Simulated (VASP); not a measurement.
# HW12C12F in VASP: further runs

HW12C12F is run at these levels: PBEsol; tasks: single point.

All numbers are computed with VASP 6.6.1; they aren't measurements. Logs are shortened: lines on timing, memory, paths and dates and some standing lists are left out, and cuts for length are marked.

## (1) The cell of the first run

The cell holds a slab with vacuum, 26 atoms: a = 5.796 Å, b = 5.796 Å, c = 20.072 Å, α = 90.00°, β = 90.00°, γ = 120.00°.

## (2) Single point, PBEsol

File INCAR:

```
PREC = Accurate
ENCUT = 520
EDIFF = 1E-6
ISMEAR = 0
SIGMA = 0.1
LREAL = Auto
LASPH = True
NELM = 80
ALGO = Normal
ISIF = 2
LWAVE = False
LCHARG = False
GGA = PS
NBANDS = 131
```

File KPOINTS:

```
Automatic mesh
0
Gamma
  3 3 1
```

File POSCAR:

```
HW12C12F
1.0
    5.7958000000      0.0000000000      0.0000000000
   -2.8979000000      5.0193100000      0.0000000000
    0.0000000000      0.0000000000     20.0722500000
W C F H
12 12 1 1
Direct
    0.0000000000      0.0000000000      0.0498200252
   -0.0000257463      0.0000406430      0.1905222384
    0.0012412332      0.0020166118      0.3341502323
    0.0000000000      0.5000000000      0.0498200252
    0.0002350143      0.4996860126      0.1904736141
   -0.0014302343      0.4989211665      0.3333209780
    0.5000000000      0.0000000000      0.0498200252
    0.4998664526     -0.0002936659      0.1907781639
    0.4982715506      0.0033825366      0.3349263286
    0.5000000000      0.5000000000      0.0498200252
    0.5001698762      0.5002113836      0.1903524019
    0.5029334329      0.4994142621      0.3321002379
    0.3333333665      0.1666667331      0.1202879597
    0.3334949307      0.1665454017      0.2589113328
    0.3338917228      0.1716020728      0.3922595125
    0.3333333665      0.6666667331      0.1202879597
    0.3337833686      0.6674590731      0.2593747587
    0.3319616265      0.6594990148      0.3901785301
    0.8333333665      0.1666667331      0.1202879597
    0.8326746405      0.1667392530      0.2591652655
    0.8308232539      0.1648750525      0.3890676930
    0.8333333665      0.6666667331      0.1202879597
    0.8350809382      0.6685317305      0.2582391610
    0.8311933554      0.6620212738      0.3879028510
    0.3276659573      0.5348384539      0.4706887868
    0.3331602748      0.3696205255      0.4457424554
```

Potentials or basis: VASP PAW PBE potentials, release 64 (W_sv, C, F, H).

On the command line:

```bash
> cat potpaw_PBE.64/W_sv/POTCAR potpaw_PBE.64/C/POTCAR potpaw_PBE.64/F/POTCAR potpaw_PBE.64/H/POTCAR > POTCAR
> mpirun -np 1 vasp_std > vasp.out
```

OUTCAR:

```text
PREC = Accurate
   ENCUT = 520
   EDIFF = 1E-6
   ISMEAR = 0
   LREAL = Auto
   LASPH = True
   NELM = 80
   ISIF = 2
   GGA = PS

 ion  position               nearest neighbor table
   1  0.000  0.000  0.050-  22 2.19  13 2.19  19 2.19   2 2.82  10 2.90   4 2.90   4 2.90  10 2.90
                             7 2.90   7 2.90
   2  1.000  0.000  0.191-  23 2.15  14 2.16  20 2.17  19 2.19  13 2.19  22 2.19   1 2.82   3 2.88
                             5 2.90  11 2.90   8 2.90   8 2.90  11 2.90   5 2.90
   3  0.001  0.002  0.334-  21 2.00  24 2.02  15 2.04  14 2.25  20 2.25  23 2.26   9 2.88   2 2.88
                             6 2.89  12 2.90  12 2.90   6 2.91   9 2.92
   4  0.000  0.500  0.050-  19 2.19  16 2.19  22 2.19   5 2.82   7 2.90   1 2.90   1 2.90   7 2.90
                            10 2.90  10 2.90
   5  0.000  0.500  0.190-  23 2.16  20 2.17  17 2.17  19 2.19  16 2.19  22 2.19   4 2.82   6 2.87
                             2 2.90  11 2.90   8 2.90   8 2.90  11 2.90   2 2.90
   6  0.999  0.499  0.333-  24 1.99  21 2.02  18 2.03  20 2.24  17 2.24  23 2.25   5 2.87  12 2.87
                             9 2.89   3 2.89   3 2.91   9 2.91  12 2.92
   7  0.500  0.000  0.050-  16 2.19  19 2.19  13 2.19   8 2.83  10 2.90   4 2.90  10 2.90   4 2.90
                             1 2.90   1 2.90
   8  0.500  1.000  0.191-  14 2.16  20 2.16  17 2.16  16 2.19  19 2.19  13 2.19   7 2.83   9 2.89
                            11 2.90   5 2.90   2 2.90   2 2.90   5 2.90  11 2.90
   9  0.498  0.003  0.335-  21 1.99  15 2.03  18 2.05  14 2.24  20 2.27  17 2.27  12 2.86   3 2.88
                             6 2.89   8 2.89   6 2.91   3 2.92  12 2.94
  10  0.500  0.500  0.050-  13 2.19  22 2.19  16 2.19  11 2.82   1 2.90   7 2.90   7 2.90   1 2.90
                             4 2.90   4 2.90
  11  0.500  0.500  0.190-  23 2.16  14 2.17  17 2.17  22 2.19  16 2.19  13 2.19  10 2.82  12 2.85
                             8 2.90   5 2.90   2 2.90   2 2.90   5 2.90   8 2.90
  12  0.503  0.499  0.332-  24 1.99  18 2.03  15 2.04  14 2.22  23 2.23  17 2.24  11 2.85   9 2.86
                             6 2.87   3 2.90   3 2.90   6 2.92   9 2.94
  13  0.333  0.167  0.120-  11 2.19   2 2.19  10 2.19   1 2.19   7 2.19   8 2.19
  14  0.333  0.167  0.259-   8 2.16   2 2.16  11 2.17  12 2.22   9 2.24   3 2.25
  15  0.334  0.172  0.392-   9 2.03   3 2.04  12 2.04
  16  0.333  0.667  0.120-  11 2.19   5 2.19   8 2.19   7 2.19   4 2.19  10 2.19
  17  0.334  0.667  0.259-   8 2.16   5 2.17  11 2.17  12 2.24   6 2.24   9 2.27
  18  0.332  0.659  0.390-  25 1.77   6 2.03  12 2.03   9 2.05
  19  0.833  0.167  0.120-   5 2.19   2 2.19   4 2.19   7 2.19   1 2.19   8 2.19
  20  0.833  0.167  0.259-   8 2.16   5 2.17   2 2.17   6 2.24   3 2.25   9 2.27
  21  0.831  0.165  0.389-   9 1.99   3 2.00   6 2.02
  22  0.833  0.667  0.120-  11 2.19   2 2.19   5 2.19   1 2.19  10 2.19   4 2.19
  23  0.835  0.669  0.258-   2 2.15   5 2.16  11 2.16  12 2.23   6 2.25   3 2.26
  24  0.831  0.662  0.388-   6 1.99  12 1.99   3 2.02
  25  0.328  0.535  0.471-  26 1.10  18 1.77
  26  0.333  0.370  0.446-  25 1.10

  LATTYP: Found a hexagonal cell.
 ALAT       =     5.7958000000
 C/A-ratio  =     3.4632406225

  Lattice vectors:

 A1 = (   5.7958000000,   0.0000000000,   0.0000000000)
 A2 = (  -2.8979000000,   5.0193100000,   0.0000000000)
 A3 = (   0.0000000000,   0.0000000000,  20.0722500000)

Analysis of symmetry for initial positions (statically):
=====================================================================
 Subroutine PRICEL returns:
 Original cell was already a primitive cell.

 Routine SETGRP: Setting up the symmetry group for a
 hexagonal supercell.

 Subroutine GETGRP returns: Found  1 space group operations
 (whereof  1 operations were pure point group operations)
 out of a pool of 24 trial point group operations.

The static configuration has the point symmetry C_1 .

Analysis of symmetry for dynamics (positions and initial velocities):
=====================================================================
 Subroutine PRICEL returns:
 Original cell was already a primitive cell.

 Routine SETGRP: Setting up the symmetry group for a
 hexagonal supercell.

 Subroutine GETGRP returns: Found  1 space group operations
 (whereof  1 operations were pure point group operations)
 out of a pool of 24 trial point group operations.

The dynamic configuration has the point symmetry C_1 .

 Subroutine INISYM returns: Found  1 space group operations
 (whereof  1 operations are pure point group operations),
 and found     1 'primitive' translations

----------------------------------------------------------------------------------------

                                     Primitive cell

  volume of cell :     583.9202

  direct lattice vectors                    reciprocal lattice vectors
[... 76 lines left out ...]
     0.000000000  0.066410191  0.000000000     0.000000000  0.333333333  0.000000000
     0.000000000  0.000000000  0.049820025     0.000000000  0.000000000  1.000000000

  Length of vectors
     0.066410190  0.066410191  0.049820025

  Shift w.r.t. Gamma in fractional coordinates (k-lattice)
     0.000000000  0.000000000  0.000000000

 Subroutine IBZKPT returns following result:
 ===========================================

 Found      5 irreducible k-points:

 Following reciprocal coordinates:
            Coordinates               Weight
  0.000000  0.000000  0.000000      1.000000
  0.333333 -0.000000  0.000000      2.000000
  0.000000  0.333333  0.000000      2.000000
 -0.333333  0.333333  0.000000      2.000000
  0.333333  0.333333  0.000000      2.000000
   k-points           NKPTS =      5   k-points in BZ     NKDIM =      5   number of bands    NBANDS=    131
   number of dos      NEDOS =    301   number of ions     NIONS =     26
   total plane-waves  NPLWV = 345600
   dimension x,y,z NGX =    48 NGY =   48 NGZ =  150
   dimension x,y,z NGXF=    96 NGYF=   96 NGZF=  300
   ions per type =              12  12   1   1
   NGX,Y,Z   is equivalent  to a cutoff of  13.77, 13.77, 12.42 a.u.
   NGXF,Y,Z  is equivalent  to a cutoff of  27.54, 27.54, 24.85 a.u.
 SYSTEM =  unknown system
   PREC   = accura    normal or accurate (medium, high low for compatibility)
   ISTART =      0    job   : 0-new  1-cont  2-samecut
   ICHARG =      2    charge: 1-file 2-atom 10-const
   ISPIN  =      1    spin polarized calculation?
   LNONCOLLINEAR =      F non collinear calculations
   LSORBIT =      F    spin-orbit coupling
   LASPH  =      T    aspherical Exc in radial PAW
   ENCUT  =  520.0 eV  38.22 Ry    6.18 a.u.  10.78 10.78 37.32*2*pi/ulx,y,z
   NELM   =     80;   NELMIN=  2; NELMDL= -5     # of ELM steps
   EDIFF  = 0.1E-05   stopping-criterion for ELM
   LREAL  =      T    real-space projection
   EDIFFG = 0.1E-04   stopping-criterion for IOM
   NSW    =      0    number of steps for IOM
   IBRION =     -1    ionic relax: 0-MD 1-quasi-New 2-CG
   NFREE  =      0    steps in history (QN), initial steepest desc. (CG)
   ISIF   =      2    stress and relaxation
   ISYM   =      2    0-nonsym 1-usesym 2-fastsym
   POTIM  = 0.5000    time-step for ionic-motion
   TEBEG  =    0.0;   TEEND  =   0.0 temperature during run
   PSTRESS=    0.0 pullay stress
   NELECT =     224.0000    total number of electrons
   NUPDOWN=      -1.0000    fix difference up-down
   EMIN   =  10.00;   EMAX   =-10.00  energy-range for DOS
   EFERMI =   0.00;   METHOD = LEGACY
   ISMEAR =     0;   SIGMA  =   0.10  broadening in eV -4-tet -1-fermi 0-gaus
   EFERMI_NEDOS =   21; number of points for ismear=-14 and -15
   IALGO  =     38    algorithm
   IMIX   =      4    mixing-type and parameters
     AMIX     =   0.40;   BMIX     =  1.00
     AMIX_MAG =   1.60;   BMIX_MAG =  1.00
  volume/ion in A,a.u.               =      22.46       151.56
  Fermi-wavevector in a.u.,A,eV,Ry     =   1.189523  2.247873 19.251782  1.414966
  Thomas-Fermi vector in A             =   2.325629
   LORBIT       =      0    0 simple, 1 ext, 2 COOP (PROOUT), +10 PAW based schemes
   GGA     = PS    functional components
   LHFCALC =     F    Hartree Fock is set to
   AEXX    =    0.0000 exact exchange contribution
   IVDW    =     0    specifies the selected vdW correction
   LEPSILON=     F    determine dielectric tensor
   LRPA    =     F    only Hartree local field effects (RPA)
 non-spin polarized calculation
 Gauss-broadening in eV      SIGMA  =   0.10
  energy-cutoff  :      520.00
  volume of cell :      583.92
 maximum number of plane-waves:     15795
 NGX is ok and might be reduce to    48
   NGX = 21   NGY = 21   NGZ = 75

 number of electron     223.9999980 magnetization

 Free energy of the ion-electron system (eV)
  ---------------------------------------------------
  ext. energy  EPLUGINS =         0.00000000
  ---------------------------------------------------
  free energy    TOTEN  =      -275.84722966 eV

  energy without entropy =     -275.82572416  energy(sigma->0) =     -275.83647691

 E-fermi :   1.8421     XC(G=0):  -7.1110

 val. band max:        1.5514376595   @ k =   0.3333   0.3333   0.0000
 cond. band min:       1.8891767690   @ k =  -0.3333   0.3333   0.0000
 fundamental gap:      0.3377391095
 Fermi energy:         1.8421404614

 k-point     1 :       0.0000    0.0000    0.0000
  band No.  band energies     occupation
      1     -72.3078      2.00000
      2     -72.2509      2.00000
      3     -72.2448      2.00000
      4     -72.2438      2.00000
      5     -72.2415      2.00000
      6     -72.1857      2.00000
[... 624 lines left out ...]
    123       3.6968      0.00000
    124       3.7722      0.00000
 [bands above 124 left out]

------------------------ aborting loop because EDIFF is reached ----------------------------------------

  FORCE on cell =-STRESS in cart. coord.  units (eV):
  Direction    XX          YY          ZZ          XY          YZ          ZX
  --------------------------------------------------------------------------------------
  -------------------------------------------------------------------------------------
  Total        1.7410881      0.5865622     -4.2402906      0.5945008      0.0448778     -0.0253084
  in kB        4.7772488      1.6094267    -11.6346343      1.6312088      0.1231371     -0.0694420
  external PRESSURE =      -1.7493196 kB  Pullay stress =       0.0000000 kB

 VOLUME and BASIS-vectors are now :
 -----------------------------------------------------------------------------
  energy-cutoff  :      520.00
  volume of cell :      583.92
      direct lattice vectors                 reciprocal lattice vectors
     5.795800000  0.000000000  0.000000000     0.172538735  0.099615286  0.000000000
    -2.897900000  5.019310000  0.000000000     0.000000000  0.199230572  0.000000000
     0.000000000  0.000000000 20.072250000     0.000000000  0.000000000  0.049820025

 POSITION                                       TOTAL-FORCE (eV/Angst)
 -----------------------------------------------------------------------------------
      0.00000      0.00000      1.00000         0.004258      0.008016      0.980801
      5.79553      0.00020      3.82421        -0.000243      0.002458     -0.011626
      0.00135      0.01012      6.70715         0.001627     -0.028399     -0.034653
     -1.44895      2.50965      1.00000         0.013341     -0.001713      0.967956
     -1.44668      2.50808      3.82323        -0.004126      0.003535      0.008082
      4.34169      2.50424      6.69050         0.002868     -0.031096     -0.041173
[... 18 lines left out ...]
      0.34918      2.68452      9.44778        -0.087991      0.057881      0.097116
      0.85981      1.85524      8.94705         0.099106     -0.086719     -0.057248
 -----------------------------------------------------------------------------------
    total drift:                               -0.003822     -0.002835      0.005754

  FREE ENERGIE OF THE ION-ELECTRON SYSTEM (eV)
  ---------------------------------------------------
  free  energy   TOTEN  =      -275.8472296622 eV

  energy  without entropy=     -275.8257241637  energy(sigma->0) =     -275.83647691
```

It took 25 min on 1 thread of AMD EPYC 7R13 (Zen 3), shared host; peak memory 0.83 GiB.

What came out:

| Item | Value |
| --- | --- |
| Free energy | -275.8472 eV |
| Largest force | 1.071 eV/Å |
| Band gap on the k mesh | zero (bands 112 and 113 overlap by 0.73 eV) |

Forces on the atoms (eV/Å):
```
W    0.004  0.008  0.981
W    0.000  0.002 -0.012
W    0.002 -0.028 -0.035
W    0.013 -0.002  0.968
W   -0.004  0.004  0.008
W    0.003 -0.031 -0.041
W   -0.001 -0.007  1.019
W    0.003  0.007  0.003
W   -0.018 -0.022 -0.053
W   -0.010  0.004  0.961
W    0.006  0.004  0.011
W   -0.006 -0.028 -0.047
C    0.010 -0.024 -1.056
C   -0.008 -0.010  0.009
C    0.007  0.031  0.088
C   -0.011  0.030 -1.027
C   -0.002 -0.005  0.012
C    0.001  0.047  0.069
C   -0.017 -0.014 -1.044
C    0.002 -0.015  0.016
C   -0.011  0.035  0.109
C    0.018  0.024 -1.071
C   -0.002  0.001 -0.009
C    0.011  0.019  0.101
F   -0.088  0.058  0.097
H    0.099 -0.087 -0.057
```

Caveat: the k points lie up to 0.42 Å⁻¹ apart, too coarse for converged energies and pressures of a metal; the PAW data sets were made with another functional, which shifts forces and pressure a little; spin-orbit coupling is left out, which moves the levels of the heavy elements.

## (3) Single point, PBEsol

File INCAR:

```
SYSTEM = HW12C12F
ALGO = Normal
EDIFF = 1E-6
ENCUT = 520
GGA = PS
ISIF = 2
ISMEAR = 0
LASPH = .True.
LCHARG = .False.
LREAL = Auto
LWAVE = .False.
NBANDS = 131
NELM = 100
PREC = Accurate
SIGMA = 0.1
```

File KPOINTS:

```
k-points
0
Gamma
  3 3 1
  0 0 0
```

File POSCAR:

```
HW12C12F
1.0
    5.7958000000      0.0000000000      0.0000000000
   -2.8979000000      5.0193100000      0.0000000000
    0.0000000000      0.0000000000     20.0722500000
W C F H
12 12 1 1
Direct
    0.0000000000      0.0000000000      0.0498200252
   -0.0001326704     -0.0000217161      0.1904213030
   -0.0001187701     -0.0000460223      0.3341388235
    0.0000000000      0.5000000000      0.0498200252
   -0.0000617069      0.4999880462      0.1904189117
   -0.0002931390      0.5000296854      0.3341016079
    0.5000000000      0.0000000000      0.0498200252
    0.4999240291     -0.0000201223      0.1904421776
    0.4992027661      0.0002006252      0.3341862522
    0.5000000000      0.5000000000      0.0498200252
    0.4999092895      0.5000135477      0.1904246908
    0.4994232336      0.4995445589      0.3341738470
    0.3333333665      0.1666667331      0.1202880096
    0.3331561717      0.1666912384      0.2590960156
    0.3326936289      0.1662796281      0.3892554148
    0.3333333665      0.6666667331      0.1202880096
    0.3331976881      0.6666400362      0.2590506794
    0.3328611735      0.6667717276      0.3884987483
    0.8333333665      0.1666667331      0.1202880096
    0.8332571039      0.1666474077      0.2590730486
    0.8323237510      0.1667065792      0.3885141427
    0.8333333665      0.6666667331      0.1202880096
    0.8331350863      0.6667563868      0.2590573553
    0.8327874904      0.6660297929      0.3885210676
    0.1080753565      0.2280883229      0.5158958761
    0.1748791241      0.1889887255      0.4771263809
```

Potentials or basis: VASP PAW PBE potentials, release 64 (W_sv, C, F, H).

On the command line:

```bash
> cat potpaw_PBE.64/W_sv/POTCAR potpaw_PBE.64/C/POTCAR potpaw_PBE.64/F/POTCAR potpaw_PBE.64/H/POTCAR > POTCAR
> mpirun -np 1 vasp_std > vasp.out
```

It took 43 min on 1 thread of Intel Xeon 8259CL, shared host; peak memory 0.86 GiB.

Results (log left out):

```yaml
Free_energy: -276.1766 eV
Largest_force: 1.005 eV/Å
Band_gap_on_the_k_mesh: zero (bands 112 and 113 overlap by 1.06 eV)
```

Forces in eV/Å, atoms in the order of the input:
```
W    0.000  0.001  0.928
W    0.000  0.001  0.007
W    0.002  0.000 -0.050
W   -0.001  0.000  0.925
W    0.001  0.000  0.006
W    0.000 -0.004 -0.050
W   -0.003  0.001  0.931
W    0.001  0.001  0.004
W   -0.004  0.000 -0.049
W   -0.001 -0.002  0.929
W   -0.001  0.000  0.006
W   -0.001 -0.007 -0.050
C   -0.004 -0.001 -1.005
C   -0.001  0.000  0.002
C    0.002  0.005  0.111
C   -0.004  0.000 -1.000
C   -0.001  0.001  0.006
C    0.009 -0.002  0.113
C   -0.005 -0.001 -1.000
C   -0.001 -0.001  0.005
C    0.007  0.004  0.110
C   -0.005 -0.001 -1.003
C   -0.002  0.000  0.007
C    0.000  0.007  0.116
F   -0.172  0.067  0.268
H    0.184 -0.067 -0.268
```

Levels at points of the mesh, in eV from the Fermi level:
```tsv
k point	band 109	band 110	band 111	band 112	band 113	band 114	band 115	band 116
(0.00, 0.00, 0.00)	-0.43	-0.02	0.35	0.36	0.36	0.64	0.64	1.00
```

Caveat: the k points lie up to 0.42 Å⁻¹ apart, too coarse for converged energies and pressures of a metal; the PAW data sets were made with another functional, which shifts forces and pressure a little; spin-orbit coupling is left out, which moves the levels of the heavy elements.
